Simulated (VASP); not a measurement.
# BP (F-43m) in VASP: a series of runs, part 2 of 2

VASP 6.6.1. Earlier steps stand in the parts before.

### Step 5. Single point, r2SCAN

This run uses another cell than the first one, of 11.06 Å³/atom, 0.985 times its volume.

The input, POSCAR:

```
BP
1.0
    2.2283485099      2.2283485099      0.0000000000
   -2.2283485099      2.2283485099      0.0000000000
    0.0000000000      2.2283485099      2.2283485099
B P
1 1
Direct
    0.0000000000      0.0000000000      0.0000000000
    0.7500000000      0.2500000000      0.5000000000
```

The input, INCAR.step1:

```
SYSTEM = BP
ALGO = Normal
EDIFF = 1E-4
ENCUT = 520
GGA = PE
ISMEAR = 0
LASPH = .True.
LCHARG = .False.
LREAL = .False.
LWAVE = .True.
NBANDS = 11
NELM = 80
PREC = Accurate
SIGMA = 0.01
```

The input, INCAR.step2:

```
SYSTEM = BP
ALGO = Normal
EDIFF = 1E-6
ENCUT = 520
ISIF = 2
ISMEAR = 0
ISTART = 1
LASPH = .True.
LCHARG = .False.
LMIXTAU = .True.
LREAL = .False.
LWAVE = .False.
METAGGA = R2SCAN
NBANDS = 11
NELM = 80
PREC = Accurate
SIGMA = 0.01
```

The input, KPOINTS:

```
k-points
0
Gamma
  8 8 8
  0 0 0
```

Potentials or basis: VASP PAW PBE potentials, release 64 (B, P).

Run with:

```console
$ cat potpaw_PBE.64/B/POTCAR potpaw_PBE.64/P/POTCAR > POTCAR
$ cp INCAR.step1 INCAR
$ mpirun -np 1 vasp_std > vasp.out
$ cp INCAR.step2 INCAR
$ mpirun -np 1 vasp_std > vasp.out
```

OUTCAR:

```text
SYSTEM = BP
   EDIFF = 1E-6
   ENCUT = 520
   ISIF = 2
   ISMEAR = 0
   ISTART = 1
   LASPH = .True.
   LREAL = .False.
   METAGGA = R2SCAN
   NELM = 80
   PREC = Accurate

 ion  position               nearest neighbor table
   1  0.000  0.000  0.000-   2 1.93   2 1.93   2 1.93   2 1.93
   2  0.750  0.250  0.500-   1 1.93   1 1.93   1 1.93   1 1.93

  LATTYP: Found a face centered cubic cell.
 ALAT       =     4.4566970198

  Lattice vectors:

[... 522 lines left out ...]

------------------------ aborting loop because EDIFF is reached ----------------------------------------

  FORCE on cell =-STRESS in cart. coord.  units (eV):
  Direction    XX          YY          ZZ          XY          YZ          ZX
  --------------------------------------------------------------------------------------
  -------------------------------------------------------------------------------------
  Total        1.3005280      1.3005280      1.3005280      0.0000000     -0.0000000     -0.0000000
  in kB       94.1566383     94.1566383     94.1566383      0.0000000     -0.0000000     -0.0000000
  external PRESSURE =      94.1566383 kB  Pullay stress =       0.0000000 kB

 VOLUME and BASIS-vectors are now :
 -----------------------------------------------------------------------------
  energy-cutoff  :      520.00
  volume of cell :       22.13
      direct lattice vectors                 reciprocal lattice vectors
     2.228348510  2.228348510  0.000000000     0.224381419  0.224381419 -0.224381419
    -2.228348510  2.228348510  0.000000000    -0.224381419  0.224381419 -0.224381419
     0.000000000  2.228348510  2.228348510     0.000000000  0.000000000  0.448762837

 POSITION                                       TOTAL-FORCE (eV/Angst)
 -----------------------------------------------------------------------------------
      0.00000      0.00000      0.00000         0.000000      0.000000     -0.000000
      1.11417      3.34252      1.11417        -0.000000     -0.000000      0.000000
 -----------------------------------------------------------------------------------
    total drift:                                0.000000      0.000000     -0.000000

  FREE ENERGIE OF THE ION-ELECTRON SYSTEM (eV)
  ---------------------------------------------------
  free  energy   TOTEN  =       -17.2765096307 eV

  energy  without entropy=      -17.2765096307  energy(sigma->0) =      -17.27650963
```

OSZICAR.step1:

```text
N       E                     dE             d eps       ncg     rms          rms(c)
DAV:   1     0.817295821764E+01    0.81730E+01   -0.41270E+03   638   0.658E+02
DAV:   2    -0.131374417418E+02   -0.21310E+02   -0.20255E+02   842   0.109E+02
DAV:   3    -0.137118280580E+02   -0.57439E+00   -0.57319E+00   818   0.156E+01
DAV:   4    -0.137138275975E+02   -0.19995E-02   -0.19993E-02   698   0.108E+00
DAV:   5    -0.137138375880E+02   -0.99905E-05   -0.99904E-05   791   0.761E-02    0.780E+00
DAV:   6    -0.130010384878E+02    0.71280E+00   -0.15442E+00   716   0.555E+00    0.419E+00
DAV:   7    -0.128922103635E+02    0.10883E+00   -0.28949E-01   794   0.268E+00    0.140E+00
DAV:   8    -0.128838251664E+02    0.83852E-02   -0.28653E-02   747   0.986E-01    0.211E-01
DAV:   9    -0.128841407941E+02   -0.31563E-03   -0.69776E-04   739   0.183E-01    0.142E-01
DAV:  10    -0.128843308646E+02   -0.19007E-03   -0.23650E-04   723   0.974E-02    0.297E-02
DAV:  11    -0.128843412145E+02   -0.10350E-04   -0.11288E-05   352   0.224E-02
   1 F= -.12884341E+02 E0= -.12884341E+02  d E =-.733274E-89
```

Wall time 15 s (1 thread of AMD EPYC 9R45 (Zen 5), shared host); peak memory 0.1 GiB.

Results:

```yaml
Free_energy: -17.2765 eV
Pressure: 9.4 GPa
Band_gap_on_the_k_mesh: 1.41 eV, indirect (least direct gap 3.73 eV)
```

Caveat: the PAW data sets were made with another functional, which shifts forces and pressure a little.

### Step 6. Single point, r2SCAN

This run uses another cell than the first one, of 11.81 Å³/atom, 1.052 times its volume.

The input, POSCAR:

```
BP
1.0
    2.2773980543      2.2773980543      0.0000000000
   -2.2773980543      2.2773980543      0.0000000000
    0.0000000000      2.2773980543      2.2773980543
B P
1 1
Direct
    0.0000000000      0.0000000000      0.0000000000
    0.7500000000      0.2500000000      0.5000000000
```

INCAR.step1 is that of step 5.

INCAR.step2 is that of step 5.

KPOINTS is that of step 5.

Potentials or basis: VASP PAW PBE potentials, release 64 (B, P).

Run with:

```console
$ cat potpaw_PBE.64/B/POTCAR potpaw_PBE.64/P/POTCAR > POTCAR
$ cp INCAR.step1 INCAR
$ mpirun -np 1 vasp_std > vasp.out
$ cp INCAR.step2 INCAR
$ mpirun -np 1 vasp_std > vasp.out
```

Wall time 17 s (1 thread of AMD EPYC 9R45 (Zen 5), shared host); peak memory 0.11 GiB.

It converged, with:

```yaml
Free_energy: -17.3071 eV
Pressure: -2.5 GPa
Band_gap_on_the_k_mesh: 1.49 eV, indirect (least direct gap 3.62 eV)
```

Levels at points of the mesh, in eV from the valence-band top:
```csv
k point,band 2,band 3,band 4,band 5,band 6,band 7
"(0.00, 0.00, 0.00)",0.00,0.00,0.00,3.62,3.62,3.62
"(0.50, 0.00, 0.00)",-9.42,-1.85,-1.85,4.07,5.02,5.02
"(0.50, 0.50, 0.00)",-9.07,-4.30,-4.30,1.56,1.92,12.95
```

Caveat: the PAW data sets were made with another functional, which shifts forces and pressure a little. r2SCAN opens gaps a little over a GGA but as a rule still falls short of measured ones.

### Step 7. Summary

```tsv
cell	gap on the mesh (eV)	pressure (GPa)
a = 3.167 Å, angles 60.0, 60.0, 90.0°, 2 atoms	1.43	6.4
a = 3.151 Å, angles 60.0, 60.0, 90.0°, 2 atoms	1.41	9.4
a = 3.221 Å, angles 60.0, 60.0, 90.0°, 2 atoms	1.49	-2.5
```

Alike in all rows: task single point; level r2SCAN; potentials or basis VASP PAW PBE potentials, release 64 (B, P); no spin polarisation; k mesh 8 × 8 × 8; cutoff (eV) 520; smearing gaussian 0.01 eV.

Caveats: the PAW data sets were made with another functional, which shifts forces and pressure a little.

Absolute energies hang on the potentials; compare differences alone.
